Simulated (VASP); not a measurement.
Wanted: the native input for a VASP 6.6.1 run.

```yaml
Task: single point
Functional: PBE
Dispersion: D3(BJ)
Potentials_or_basis: VASP PAW PBE potentials, release 64 (Sn_d, O)
Cutoff: 520 eV
k_mesh: 12 × 12 × 4
Occupations: gaussian, width 0.05 eV
Spin: no spin polarisation
Dipole_correction: no
Further_INCAR_settings: ALGO = Normal; EDIFF = 1e-06; NBANDS = 35
```

The structure of SnO2 lies in POSCAR:

```
SnO2
1.0
    3.1845270180      0.0000000000      0.0000000000
   -1.5922635090      2.7578812966      0.0000000000
    0.0000000000      0.0000000000     10.2472985135
Sn O
2 4
Direct
   -0.0389919738      0.0000000000      0.5000000000
    0.0389919738      0.0000000000      0.0000000000
    0.6271796222      0.3333333333      0.4017901351
    0.7061537111      0.3333333333      0.0982098649
    0.2938462889      0.6666666667      0.5982098649
    0.3728203778      0.6666666667      0.9017901351
```

One way to write it, as run:

INCAR

```
PREC = Accurate
ENCUT = 520
EDIFF = 1E-6
ISMEAR = 0
SIGMA = 0.05
LREAL = F
LASPH = T
NELM = 80
ALGO = Normal
ISIF = 2
LWAVE = F
LCHARG = T
GGA = PE
IVDW = 12
LELF = T
LVHAR = T
NBANDS = 35
```

KPOINTS

```
Automatic mesh
0
Gamma
  12 12 4
```

Potentials or basis: VASP PAW PBE potentials, release 64 (Sn_d, O).

Command:

```sh
$ cat potpaw_PBE.64/Sn_d/POTCAR potpaw_PBE.64/O/POTCAR > POTCAR
$ mpirun -np 1 vasp_std > vasp.out
```

Results of the run:

| Property | Result |
| --- | --- |
| Pressure | 4.2 GPa |
| Largest force | 0.346 eV/Å |
| Band gap on the k mesh | 2.22 eV, indirect (least direct gap 2.63 eV) |
| Dispersion energy per atom | -0.169 eV |

Caveat: spin-orbit coupling is left out, which moves the levels of the heavy elements.

Run time: 11 min on 1 thread of AMD EPYC 9755 128-Core Processor, on a shared host, peak memory 0.4 GiB.
